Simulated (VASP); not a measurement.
# Co (Fd-3m) in VASP: a series of runs, part 2 of 2

VASP 6.6.1. Earlier steps stand in the parts before.

**5. Single point, PBEsol, collinear spin, ferromagnetic start**

This run uses another cell than the first one, of 11.10 Å³/atom.

Input file INCAR:

```
PREC     = Accurate       # precision mode
ENCUT    = 520            # plane-wave cutoff, eV
EDIFF    = 1E-7           # SCF threshold, eV
ISMEAR   = -1             # smearing method
SIGMA    = 0.1            # smearing width, eV
LREAL    = False          # projectors in reciprocal space
LASPH    = True           # aspherical terms in the spheres
NELM     = 150            # most SCF steps
ALGO     = Normal         # electronic algorithm
ISIF     = 2              # what is computed and relaxed
LWAVE    = False          # write WAVECAR
LCHARG   = True           # write CHGCAR
ISPIN    = 2              # spin polarisation
MAGMOM   = 2.5 2.5 2.5 2.5 2.5 2.5 # initial moments
LORBIT   = 11             # projections on sites
LMAXMIX  = 4              # l up to which the mixer works
GGA      = PS             # functional
LELF     = True           # ELF
LVHAR    = True         
NBANDS   = 40             # bands
```

Input file KPOINTS:

```
regular mesh
0
Gamma
  6 6 6
```

Input file POSCAR:

```
Co
1.0
    0.0000000000      3.2173720000      3.2173720000
    3.2173720000      0.0000000000      3.2173720000
    3.2173720000      3.2173720000      0.0000000000
Co
6
Direct
    0.2500000000      0.2500000000      0.2500000000
    0.0000000000      0.0000000000      0.0000000000
    0.6250000000      0.6250000000      0.1250000000
    0.6250000000      0.1250000000      0.6250000000
    0.1250000000      0.6250000000      0.6250000000
    0.6250000000      0.6250000000      0.6250000000
```

Potentials or basis: VASP PAW PBE potentials, release 64 (Co).

On the command line:

```
$ cat potpaw_PBE.64/Co/POTCAR > POTCAR
$ mpirun -np 1 vasp_std > vasp.out
```

OUTCAR:

```text
PREC = Accurate
   ENCUT = 520
   EDIFF = 1E-7
   ISMEAR = -1
   LREAL = False
   LASPH = True
   NELM = 150
   ISIF = 2
   ISPIN = 2
   LORBIT = 11
   GGA = PS

 ion  position               nearest neighbor table
   1  0.250  0.250  0.250-   3 2.67   4 2.67   5 2.67   6 2.67   6 2.67   6 2.67   3 2.67   5 2.67
                             5 2.67   3 2.67   4 2.67   4 2.67   2 2.79   2 2.79   2 2.79   2 2.79
   2  0.000  0.000  0.000-   6 2.67   6 2.67   6 2.67   3 2.67   4 2.67   5 2.67   4 2.67   5 2.67
                             3 2.67   3 2.67   5 2.67   4 2.67   1 2.79   1 2.79   1 2.79   1 2.79
   3  0.625  0.625  0.125-   6 2.28   4 2.28   5 2.28   6 2.28   4 2.28   5 2.28   1 2.67   2 2.67
                             2 2.67   1 2.67   2 2.67   1 2.67
   4  0.625  0.125  0.625-   6 2.28   3 2.28   3 2.28   5 2.28   6 2.28   5 2.28   1 2.67   2 2.67
                             2 2.67   1 2.67   2 2.67   1 2.67
   5  0.125  0.625  0.625-   6 2.28   3 2.28   4 2.28   3 2.28   4 2.28   6 2.28   1 2.67   2 2.67
                             1 2.67   2 2.67   1 2.67   2 2.67
[... 1586 lines left out ...]
      4.02172      2.41303      2.41303        -0.000000     -0.000000      0.000000
      4.02172      4.02172      4.02172        -0.000000     -0.000000      0.000000
 -----------------------------------------------------------------------------------
    total drift:                                0.000000      0.000000      0.000000

  FREE ENERGIE OF THE ION-ELECTRON SYSTEM (eV)
  ---------------------------------------------------
  free  energy   TOTEN  =       -45.1438072755 eV

  energy  without entropy=      -44.8772358517  energy(sigma->0) =      -45.01052156

 total charge

# of ion       s       p       d       tot
------------------------------------------
    1        0.397   0.412   7.189   7.998
    2        0.397   0.412   7.189   7.998
    3        0.542   0.587   7.317   8.446
    4        0.542   0.587   7.317   8.446
    5        0.542   0.587   7.317   8.446
    6        0.542   0.587   7.317   8.446
--------------------------------------------------
tot          2.963   3.172  43.647  49.783

 magnetization (x)

# of ion       s       p       d       tot
------------------------------------------
    1       -0.009  -0.038   1.785   1.738
    2       -0.009  -0.038   1.785   1.738
    3       -0.010  -0.051   1.675   1.613
    4       -0.010  -0.051   1.675   1.613
    5       -0.010  -0.051   1.675   1.613
    6       -0.010  -0.051   1.675   1.613
--------------------------------------------------
tot         -0.060  -0.280  10.269   9.930
```

OSZICAR:

```text
N       E                     dE             d eps       ncg     rms          rms(c)
DAV:   1     0.398004041994E+03    0.39800E+03   -0.22977E+04  2568   0.181E+03
DAV:   2    -0.210174198692E+02   -0.41902E+03   -0.39402E+03  2560   0.358E+02
[... 11 lines left out ...]
DAV:  14    -0.451444552418E+02   -0.14341E-02   -0.36699E-03  3776   0.747E-01    0.453E-01
DAV:  15    -0.451438318504E+02    0.62339E-03   -0.10276E-03  3008   0.710E-01    0.945E-02
DAV:  16    -0.451438248917E+02    0.69587E-05   -0.23420E-04  4200   0.205E-01    0.950E-02
DAV:  17    -0.451438087657E+02    0.16126E-04   -0.69108E-05  2960   0.189E-01    0.148E-02
DAV:  18    -0.451438086589E+02    0.10673E-06   -0.64299E-06  3040   0.306E-02    0.164E-02
DAV:  19    -0.451438072111E+02    0.14478E-05   -0.17809E-06  2944   0.225E-02    0.312E-03
DAV:  20    -0.451438072755E+02   -0.64381E-07   -0.16613E-07  1800   0.393E-03
   1 F= -.45143807E+02 E0= -.45010522E+02  d E =-.266571E+00  mag=     9.8512
```

Wall time 69 s (1 thread of Intel Xeon 6975P-C (Granite Rapids), shared host); peak memory 0.26 GiB.

What came out:

```yaml
Free_energy: -45.1438 eV
Pressure: -3.7 GPa
Net_moment: 9.85 μB per cell
Site_moments: Co +1.74, +1.61 (each value once) μB
Valence_electrons_inside_the_program's_atomic_spheres: Co 8.00, 8.45 (each value once)
```

Caveat: the cell stands under tension; the PAW data sets were made with another functional, which shifts forces and pressure a little.

**6. The runs side by side**

| cell | gap on the mesh (eV) | pressure (GPa) | moment (μB) |
| --- | --- | --- | --- |
| a = 4.425 Å, angles 60.0°, 6 atoms | none | 15.8 | 9.14 |
| a = 4.468 Å, angles 60.0°, 6 atoms | none | 8.1 | 9.35 |
| a = 4.509 Å, angles 60.0°, 6 atoms | none | 1.7 | 9.59 |
| a = 4.550 Å, angles 60.0°, 6 atoms | none | -3.7 | 9.85 |

Alike in all rows: task single point; level PBEsol; potentials or basis VASP PAW PBE potentials, release 64 (Co); spin collinear, ferromagnetic start; k mesh 6 × 6 × 6; cutoff (eV) 520; smearing fermi-dirac 0.1 eV.

Caveats: the PAW data sets were made with another functional, which shifts forces and pressure a little; the cell stands under pressure (at least some runs); the cell stands under tension (at least some runs).

Total energies depend on the potentials used, so only differences within one code and one set of settings carry meaning.
